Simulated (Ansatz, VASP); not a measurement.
**MgSe in VASP and in Ansatz**

The input INCAR:

```
PREC = Accurate
ENCUT = 600
EDIFF = 1E-6
ISMEAR = 0
SIGMA = 0.01
LREAL = False
LASPH = True
NELM = 120
ALGO = Normal
ISIF = 2
LWAVE = False
LCHARG = False
GGA = PE
NBANDS = 11
GGA_COMPAT = False
```

File KPOINTS:

```
regular mesh
0
Gamma
  4 4 4
```

Contents of POSCAR:

```
MgSe
1.0
    0.0000000000      2.7337235204      2.7337235204
    2.7337235204      0.0000000000      2.7337235204
    2.7337235204      2.7337235204      0.0000000000
Mg Se
1 1
Direct
    0.0000000000      0.0000000000      0.0000000000
    0.5000000000      0.5000000000      0.5000000000
```

Input for Ansatz:

```yaml
crystal:
  lattice:
    - [0.0, 2.7337235204, 2.7337235204]
    - [2.7337235204, 0.0, 2.7337235204]
    - [2.7337235204, 2.7337235204, 0.0]
  atoms:
    - { symbol: Mg, position: [0.0, 0.0, 0.0] }
    - { symbol: Se, position: [0.5, 0.5, 0.5] }
basis:
  ecutwfc: 420
kpoints:
  mp_grid: { grid: [4, 4, 4] }
hamiltonian:
  xc: pbe
scf:
  occupations: { method: fixed }
output:
  forces: true
  stress: true
  eigenvalues: true
```

Alike in both runs: task single point; functional PBE; k mesh 4 × 4 × 4; no spin polarisation.

|  | VASP | Ansatz |
| --- | --- | --- |
| version | VASP 6.6.1 | Ansatz 0.2.0 |
| potentials or method | VASP PAW PBE potentials, release 64 (Mg, Se), cutoff 600 eV | scalar-relativistic, plane waves, PAW |
| occupations | gaussian, width 0.01 eV | fixed |
| valence electrons in the cell | 8 | 26 |

```tsv
	VASP	Ansatz	Ansatz less VASP
gap on the k mesh at the Fermi level (eV)	1.75	1.78	+0.024
least direct gap on the mesh (eV)	2.52	2.53	+0.011
pressure (GPa)	1.7	1.8	+0.12
```

VASP's potentials hold 8 valence electrons a cell and Ansatz's 26, so a difference there can come from the potentials and not from the codes.

The k mesh is coarse, so the values compare programs but aren't converged.
